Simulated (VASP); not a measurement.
# MoS2 (P-6m2) in VASP: further runs

Runs on MoS2. Level: PBE+D3(BJ). Tasks: single point.

All numbers are computed with VASP 6.6.1; they aren't measurements. Logs are shortened: lines on timing, memory, paths and dates and some standing lists are left out, and cuts for length are marked.

## (1) The cell of the first run

Symmetry: P-6m2, No. 187, hexagonal system. The conventional cell has a = 3.107 Å, b = 3.107 Å, c = 7.102 Å, α = 90.00°, β = 90.00°, γ = 120.00°. Mo (site symmetry -6m2) has 6 S at 2.45 Å and 6 Mo at 3.11 Å within 3.2 Å. S (site symmetry 3m) has 3 Mo at 2.45 Å and 6 S at 3.11 Å within 3.2 Å.

## (2) Single point, PBE+D3(BJ) (volume 19.788 Å^3 an atom, c/a of the conventional cell 2.2860)

INCAR reads:

```
SYSTEM = MoS2
PREC = Accurate
ENCUT = 500
EDIFF = 1E-6
ISMEAR = 0
SIGMA = 0.05
LREAL = .FALSE.
LASPH = .TRUE.
NELM = 120
ALGO = Normal
ISIF = 2
LWAVE = .FALSE.
LCHARG = .FALSE.
GGA = PE
IVDW = 12
NBANDS = 20
GGA_COMPAT = .FALSE.
```

KPOINTS reads:

```
Automatic mesh
0
G
  12 12 6
  0 0 0
```

POSCAR reads:

```
MoS2
1.0
    3.1067437469      0.0000000000      0.0000000000
   -1.5533718735      2.6905190079      0.0000000000
    0.0000000000      0.0000000000      7.1020162055
Mo S
1 2
Direct
    0.0000000000      0.0000000000      0.0000000000
    0.3333333333      0.6666666667      0.2357940733
    0.3333333333      0.6666666667      0.7642059267
```

Potentials or basis: VASP PAW PBE potentials, release 64 (Mo_sv, S).

Started as:

```
$ cat potpaw_PBE.64/Mo_sv/POTCAR potpaw_PBE.64/S/POTCAR > POTCAR
$ mpirun -np 1 vasp_std > vasp.out
```

OUTCAR:

```text
SYSTEM = MoS2
   PREC = Accurate
   ENCUT = 500
   EDIFF = 1E-6
   ISMEAR = 0
   LREAL = .FALSE.
   LASPH = .TRUE.
   NELM = 120
   ISIF = 2
   GGA = PE
   IVDW = 12
 IVDW          = 12

 ion  position               nearest neighbor table
   1  0.000  0.000  0.000-   2 2.45   3 2.45   2 2.45   3 2.45   2 2.45   3 2.45
   2  0.333  0.667  0.236-   1 2.45   1 2.45   1 2.45
   3  0.333  0.667  0.764-   1 2.45   1 2.45   1 2.45

  LATTYP: Found a hexagonal cell.
 ALAT       =     3.1067437469
 C/A-ratio  =     2.2860000000

  Lattice vectors:

 A1 = (   3.1067437469,   0.0000000000,   0.0000000000)
 A2 = (  -1.5533718735,   2.6905190079,   0.0000000000)
 A3 = (   0.0000000000,   0.0000000000,   7.1020162055)

Analysis of symmetry for initial positions (statically):
=====================================================================
 Subroutine PRICEL returns:
 Original cell was already a primitive cell.

 Routine SETGRP: Setting up the symmetry group for a
 hexagonal supercell.

 Subroutine GETGRP returns: Found 12 space group operations
 (whereof 12 operations were pure point group operations)
 out of a pool of 24 trial point group operations.

The static configuration has the point symmetry D_3h.

Analysis of symmetry for dynamics (positions and initial velocities):
=====================================================================
 Subroutine PRICEL returns:
 Original cell was already a primitive cell.

 Routine SETGRP: Setting up the symmetry group for a
 hexagonal supercell.

 Subroutine GETGRP returns: Found 12 space group operations
 (whereof 12 operations were pure point group operations)
 out of a pool of 24 trial point group operations.

The dynamic configuration has the point symmetry D_3h.

 Subroutine INISYM returns: Found 12 space group operations
 (whereof 12 operations are pure point group operations),
 and found     1 'primitive' translations

----------------------------------------------------------------------------------------

                                     Primitive cell

  volume of cell :      59.3640

  direct lattice vectors                    reciprocal lattice vectors
     3.106743747  0.000000000  0.000000000     0.321880426  0.185837750  0.000000000
    -1.553371873  2.690519008  0.000000000     0.000000000  0.371675501  0.000000000
     0.000000000  0.000000000  7.102016206     0.000000000  0.000000000  0.140805086

  length of vectors
     3.106743747  3.106743747  7.102016206     0.371675501  0.371675501  0.140805086

  position of ions in fractional coordinates (direct lattice)
     0.000000000  0.000000000  0.000000000
     0.333333333  0.666666667  0.235794073
     0.333333333  0.666666667  0.764205927

  ion indices of the primitive-cell ions
   primitive index   ion index
                 1           1
                 2           2
                 3           3

----------------------------------------------------------------------------------------

 KPOINTS: Automatic mesh

Automatic generation of k-mesh.
 Grid dimensions read from file:
 generate k-points for:   12   12    6

 Generating k-lattice:

  Cartesian coordinates                     Fractional coordinates (reciprocal lattice)
     0.026823369  0.015486479  0.000000000     0.083333333 -0.000000000  0.000000000
     0.000000000  0.030972958  0.000000000     0.000000000  0.083333333  0.000000000
     0.000000000  0.000000000  0.023467514     0.000000000  0.000000000  0.166666667

  Length of vectors
     0.030972958  0.030972958  0.023467514

  Shift w.r.t. Gamma in fractional coordinates (k-lattice)
     0.000000000  0.000000000  0.000000000

 Subroutine IBZKPT returns following result:
 ===========================================

 Found     76 irreducible k-points:

 Following reciprocal coordinates:
            Coordinates               Weight
  0.000000  0.000000  0.000000      1.000000
  0.083333  0.000000  0.000000      6.000000
  0.166667  0.000000  0.000000      6.000000
  0.250000  0.000000  0.000000      6.000000
  0.333333 -0.000000  0.000000      6.000000
[... 50 lines left out ...]
  band No.  band energies     occupation
      1     -55.2264      2.00000
      2     -29.3845      2.00000
      3     -29.1104      2.00000
      4     -29.0868      2.00000
      5      -8.3599      2.00000
      6      -7.3046      2.00000
[... 12 lines left out ...]
     19      13.6799      0.00000
     20      15.5609      0.00000

 k-point     3 :       0.1667    0.0000    0.0000
  band No.  band energies     occupation
      1     -55.2174      2.00000
      2     -29.3686      2.00000
      3     -29.1935      2.00000
      4     -29.1059      2.00000
      5      -8.0452      2.00000
      6      -7.1403      2.00000
[... 12 lines left out ...]
     19      14.5215      0.00000
     20      15.5198      0.00000

 k-point     4 :       0.2500    0.0000    0.0000
  band No.  band energies     occupation
      1     -55.2051      2.00000
      2     -29.3468      2.00000
      3     -29.3054      2.00000
      4     -29.1319      2.00000
      5      -7.5709      2.00000
      6      -6.8949      2.00000
[... 12 lines left out ...]
     19      14.4097      0.00000
     20      14.9137      0.00000

 k-point     5 :       0.3333   -0.0000    0.0000
  band No.  band energies     occupation
      1     -55.1927      2.00000
      2     -29.4156      2.00000
      3     -29.3249      2.00000
      4     -29.1578      2.00000
      5      -7.0228      2.00000
      6      -6.6183      2.00000
[... 12 lines left out ...]
     19      13.3231      0.00000
     20      14.0929      0.00000
[... 353 lines left out ...]
      6      -7.3317      2.00000
[... 12 lines left out ...]
     19      13.6767      0.00000
     20      15.5125      0.00000

 k-point    22 :       0.1667    0.0000    0.1667
  band No.  band energies     occupation
      1     -55.2174      2.00000
      2     -29.3686      2.00000
      3     -29.1935      2.00000
      4     -29.1059      2.00000
      5      -8.0282      2.00000
      6      -7.1654      2.00000
[... 12 lines left out ...]
     19      14.4581      0.00000
     20      15.5314      0.00000

 k-point    23 :       0.2500    0.0000    0.1667
  band No.  band energies     occupation
      1     -55.2051      2.00000
      2     -29.3468      2.00000
      3     -29.3054      2.00000
      4     -29.1319      2.00000
      5      -7.5545      2.00000
      6      -6.9168      2.00000
[... 12 lines left out ...]
     19      14.2996      0.00000
     20      14.9617      0.00000

 k-point    24 :       0.3333   -0.0000    0.1667
  band No.  band energies     occupation
      1     -55.1927      2.00000
      2     -29.4156      2.00000
      3     -29.3249      2.00000
      4     -29.1578      2.00000
      5      -7.0080      2.00000
      6      -6.6360      2.00000
[... 12 lines left out ...]
     19      13.3398      0.00000
     20      14.1189      0.00000

 [... further k-points ...]

------------------------ aborting loop because EDIFF is reached ----------------------------------------

 Edisp (eV)   -1.15386

 E8    (eV) :    -0.4676

  FORCE on cell =-STRESS in cart. coord.  units (eV):
  Direction    XX          YY          ZZ          XY          YZ          ZX
  --------------------------------------------------------------------------------------
  -------------------------------------------------------------------------------------
  Total      -0.41682    -0.41682    -5.58298     0.00000     0.00000     0.00000
  in kB     -11.24964   -11.24964  -150.67934     0.00000     0.00000     0.00000
  external pressure =      -57.73 kB  Pullay stress =        0.00 kB

 VOLUME and BASIS-vectors are now :
 -----------------------------------------------------------------------------
  energy-cutoff  :      500.00
  volume of cell :       59.36
      direct lattice vectors                 reciprocal lattice vectors
     3.106743747  0.000000000  0.000000000     0.321880426  0.185837750  0.000000000
    -1.553371873  2.690519008  0.000000000     0.000000000  0.371675501  0.000000000
     0.000000000  0.000000000  7.102016206     0.000000000  0.000000000  0.140805086

 POSITION                                       TOTAL-FORCE (eV/Angst)
 -----------------------------------------------------------------------------------
      0.00000      0.00000      0.00000         0.000000     -0.000000      0.000000
     -0.00000      1.79368      1.67461         0.000000      0.000000     -1.521698
     -0.00000      1.79368      5.42740        -0.000000      0.000000      1.521698
 -----------------------------------------------------------------------------------
    total drift:                                0.000000     -0.000000     -0.000000

  FREE ENERGIE OF THE ION-ELECTRON SYSTEM (eV)
  ---------------------------------------------------
  free  energy   TOTEN  =       -22.8080184982 eV

  energy  without entropy=      -22.8080184982  energy(sigma->0) =      -22.80801850
```

Run time: 80 s. Hardware: 1 thread of Intel Xeon Platinum 8175M at 2.50GHz (Skylake/Cascade Lake), shared host; peak memory 0.24 GiB.

What came out:

* Free energy: -22.8080 eV
* Pressure: -5.8 GPa
* Largest force: 1.522 eV/Å
* Band gap on the k mesh: 1.22 eV, indirect (least direct gap 2.06 eV)
* Dispersion energy per atom: -0.385 eV

Forces on the atoms (eV/Å):
```
Mo   0.000  0.000  0.000
S    0.000  0.000 -1.522
S    0.000  0.000  1.522
```

Levels at points of the mesh, in eV from the valence-band top:
| k point | band 10 | band 11 | band 12 | band 13 | band 14 | band 15 | band 16 | band 17 |
| --- | --- | --- | --- | --- | --- | --- | --- | --- |
| (0.00, 0.00, 0.00) | -1.77 | -1.02 | -1.02 | -0.98 | 2.77 | 2.77 | 2.83 | 2.83 |
| (0.50, 0.00, 0.00) | -2.79 | -2.11 | -0.97 | -0.66 | 2.50 | 2.62 | 3.85 | 3.99 |
| (0.00, 0.00, 0.50) | -2.09 | -1.03 | -1.03 | -0.31 | 2.79 | 2.79 | 2.83 | 2.83 |
| (0.50, 0.00, 0.50) | -2.80 | -2.63 | -0.66 | -0.61 | 2.51 | 2.83 | 3.33 | 3.88 |

Caveat: forces of over 1 eV/Å act on the atoms, so gaps and moduli don't describe the material at rest. A k mesh can miss the band edges.

## (3) Single point, PBE+D3(BJ) (volume 19.788 Å^3 an atom, c/a of the conventional cell 2.1670)

INCAR reads:

```
PREC     = Accurate       # precision mode
ENCUT    = 500            # plane-wave cutoff, eV
EDIFF    = 1E-6           # SCF threshold, eV
ISMEAR   = 0              # smearing method
SIGMA    = 0.05           # smearing width, eV
LREAL    = F              # projectors in reciprocal space
LASPH    = T              # aspherical terms in the spheres
NELM     = 120            # most SCF steps
ALGO     = Normal         # electronic algorithm
ISIF     = 2              # what is computed and relaxed
LWAVE    = F              # write WAVECAR
LCHARG   = F              # write CHGCAR
GGA      = PE             # functional
IVDW     = 12             # dispersion correction
NBANDS   = 20             # bands
GGA_COMPAT= F
```

KPOINTS reads:

```
Automatic mesh
0
Gamma
  12 12 6
```

POSCAR reads:

```
MoS2
1.0
    3.1626019749      0.0000000000      0.0000000000
   -1.5813009875      2.7388936523      0.0000000000
    0.0000000000      0.0000000000      6.8533584797
Mo S
1 2
Direct
    0.0000000000      0.0000000000      0.0000000000
    0.3333333333      0.6666666667      0.2357940733
    0.3333333333      0.6666666667      0.7642059267
```

Potentials or basis: VASP PAW PBE potentials, release 64 (Mo_sv, S).

Started as:

```
$ cat potpaw_PBE.64/Mo_sv/POTCAR potpaw_PBE.64/S/POTCAR > POTCAR
$ mpirun -np 1 vasp_std > vasp.out
```

Run time: 84 s. Hardware: 1 thread of Intel Xeon Platinum 8175M at 2.50GHz (Skylake/Cascade Lake), shared host; peak memory 0.23 GiB.

It converged, with:

```
Free energy                : -22.9331 eV
Pressure                   : -5.4 GPa
Largest force              : 0.921 eV/Å
Band gap on the k mesh     : 1.32 eV, indirect (least direct gap 1.80 eV)
Dispersion energy per atom : -0.383 eV
```

Forces in eV/Å, atoms in the order of the input:
```
Mo   0.000  0.000  0.000
S    0.000  0.000 -0.921
S    0.000  0.000  0.921
```

Stress tensor (GPa, compression positive):
```
-3.75  0.00  0.00
 0.00 -3.75  0.00
 0.00  0.00 -8.78
```

Levels at points of the mesh, in eV from the valence-band top:
| k point | band 10 | band 11 | band 12 | band 13 | band 14 | band 15 | band 16 | band 17 |
| --- | --- | --- | --- | --- | --- | --- | --- | --- |
| (0.00, 0.00, 0.00) | -1.46 | -1.44 | -1.44 | -0.78 | 2.61 | 2.61 | 2.67 | 2.67 |
| (0.50, 0.00, 0.00) | -3.12 | -1.90 | -1.02 | -1.01 | 2.16 | 2.48 | 3.87 | 4.01 |
| (0.00, 0.00, 0.50) | -2.50 | -1.45 | -1.45 | 0.00 | 2.56 | 2.56 | 2.74 | 2.74 |
| (0.50, 0.00, 0.50) | -3.14 | -2.59 | -0.95 | -0.67 | 2.17 | 2.67 | 3.29 | 3.86 |

## (4) Single point, PBE+D3(BJ) (volume 19.788 Å^3 an atom, c/a of the conventional cell 2.0000)

INCAR reads:

```
ALGO     = Normal         # electronic algorithm
EDIFF    = 1E-6           # SCF threshold, eV
ENCUT    = 500            # plane-wave cutoff, eV
GGA      = PE             # functional
GGA_COMPAT= False        
ISIF     = 2              # what is computed and relaxed
ISMEAR   = 0              # smearing method
IVDW     = 12             # dispersion correction
LASPH    = True           # aspherical terms in the spheres
LCHARG   = False          # write CHGCAR
LREAL    = False          # projectors in reciprocal space
LWAVE    = False          # write WAVECAR
NBANDS   = 20             # bands
NELM     = 120            # most SCF steps
PREC     = Accurate       # precision mode
SIGMA    = 0.05           # smearing width, eV
```

KPOINTS reads:

```
k-points
0
Gamma
  12 12 6
```

POSCAR reads:

```
MoS2
1.0
    3.2482853719      0.0000000000      0.0000000000
   -1.6241426860      2.8130976508      0.0000000000
    0.0000000000      0.0000000000      6.4965707437
Mo S
1 2
Direct
    0.0000000000      0.0000000000      0.0000000000
    0.3333333333      0.6666666667      0.2357940733
    0.3333333333      0.6666666667      0.7642059267
```

Started as:

```
$ cat potpaw_PBE.64/Mo_sv/POTCAR potpaw_PBE.64/S/POTCAR > POTCAR
$ mpirun -np 1 vasp_std > vasp.out
```

It took 63 s on 1 thread of Intel Xeon Platinum 8175M at 2.50GHz (Skylake/Cascade Lake), shared host; peak memory 0.22 GiB.

The run converged. Its results:

- Free energy: -22.9036 eV
- Pressure: -4.6 GPa
- Largest force: 0.005 eV/Å
- Band gap on the k mesh: 0.62 eV, indirect (least direct gap 1.42 eV)
- Dispersion energy per atom: -0.381 eV

Forces in eV/Å, atoms in the order of the input:
```
Mo   0.000  0.000  0.000
S    0.000  0.000  0.005
S    0.000  0.000 -0.005
```

Stress tensor (GPa, compression positive):
```
-7.24  0.00  0.00
 0.00 -7.24  0.00
 0.00  0.00  0.74
```

Levels at points of the mesh, in eV from the valence-band top:
| k point | band 11 | band 12 | band 13 | band 14 | band 15 | band 16 |
| --- | --- | --- | --- | --- | --- | --- |
| (0.00, 0.00, 0.00) | -2.42 | -1.37 | -0.93 | 1.89 | 1.89 | 2.11 |
| (0.50, 0.00, 0.00) | -1.99 | -1.96 | -1.55 | 1.24 | 1.70 | 3.41 |
| (0.00, 0.00, 0.50) | -2.45 | -2.45 | 0.00 | 1.80 | 1.80 | 2.23 |
| (0.50, 0.00, 0.50) | -2.95 | -1.90 | -1.13 | 1.27 | 1.82 | 2.74 |

 A k mesh can miss the band edges.

## (5) Single point, PBE+D3(BJ) (volume 19.788 Å^3 an atom, c/a of the conventional cell 2.2257)

INCAR reads:

```
PREC = Accurate
ENCUT = 500
EDIFF = 1E-6
ISMEAR = 0
SIGMA = 0.05
LREAL = False
LASPH = True
NELM = 120
ALGO = Normal
ISIF = 2
LWAVE = False
LCHARG = False
GGA = PE
IVDW = 12
NBANDS = 20
GGA_COMPAT = False
```

KPOINTS reads:

```
Automatic mesh
0
Gamma
  12 12 6
```

POSCAR reads:

```
MoS2
1.0
    3.1345507064      0.0000000000      0.0000000000
   -1.5672753532      2.7146005411      0.0000000000
    0.0000000000      0.0000000000      6.9765695072
Mo S
1 2
Direct
    0.0000000000      0.0000000000      0.0000000000
    0.3333333333      0.6666666667      0.2357940733
    0.3333333333      0.6666666667      0.7642059267
```

Started as:

```
$ cat potpaw_PBE.64/Mo_sv/POTCAR potpaw_PBE.64/S/POTCAR > POTCAR
$ mpirun -np 1 vasp_std > vasp.out
```

It took 85 s on 1 thread of Intel Xeon Platinum 8175M at 2.50GHz (Skylake/Cascade Lake), shared host; peak memory 0.24 GiB.

The run converged. Its results:

- Free energy: -22.8853 eV
- Pressure: -5.6 GPa
- Largest force: 1.224 eV/Å
- Band gap on the k mesh: 1.33 eV, indirect (least direct gap 1.93 eV)
- Dispersion energy per atom: -0.384 eV

Forces in eV/Å, atoms in the order of the input:
```
Mo   0.000  0.000  0.000
S    0.000  0.000 -1.224
S    0.000  0.000  1.224
```

Stress tensor (GPa, compression positive):
```
 -2.46   0.00   0.00
  0.00  -2.46   0.00
  0.00   0.00 -11.93
```

Levels at points of the mesh, in eV from the valence-band top:
| k point | band 10 | band 11 | band 12 | band 13 | band 14 | band 15 | band 16 | band 17 |
| --- | --- | --- | --- | --- | --- | --- | --- | --- |
| (0.00, 0.00, 0.00) | -1.56 | -1.17 | -1.17 | -0.82 | 2.78 | 2.78 | 2.78 | 2.78 |
| (0.50, 0.00, 0.00) | -2.90 | -1.96 | -0.94 | -0.78 | 2.38 | 2.62 | 3.92 | 4.06 |
| (0.00, 0.00, 0.50) | -2.24 | -1.19 | -1.19 | -0.10 | 2.73 | 2.73 | 2.84 | 2.84 |
| (0.50, 0.00, 0.50) | -2.92 | -2.55 | -0.73 | -0.61 | 2.39 | 2.82 | 3.37 | 3.93 |

Caveat: forces of over 1 eV/Å act on the atoms, so gaps and moduli don't describe the material at rest. A k mesh can miss the band edges.

## (6) Summary

```csv
cell,gap on the mesh (eV),pressure (GPa),largest force (eV/Å)
"a = 3.107, b = 3.107, c = 7.102 Å, angles 90.0, 90.0, 120.0°, 3 atoms",1.22,-5.8,1.52
"a = 3.163, b = 3.163, c = 6.853 Å, angles 90.0, 90.0, 120.0°, 3 atoms",1.32,-5.4,0.92
"a = 3.248, b = 3.248, c = 6.497 Å, angles 90.0, 90.0, 120.0°, 3 atoms",0.62,-4.6,-
"a = 3.135, b = 3.135, c = 6.977 Å, angles 90.0, 90.0, 120.0°, 3 atoms",1.33,-5.6,1.22
```

Alike in all rows: task single point; level PBE+D3(BJ); potentials or basis VASP PAW PBE potentials, release 64 (Mo_sv, S); no spin polarisation; k mesh 12 × 12 × 6; cutoff (eV) 500; smearing gaussian 0.05 eV.

Caveats: forces of over 1 eV/Å act on the atoms, so gaps and moduli don't describe the material at rest (some runs).

Total energies depend on the potentials used, so only differences within one code and one set of settings carry meaning.
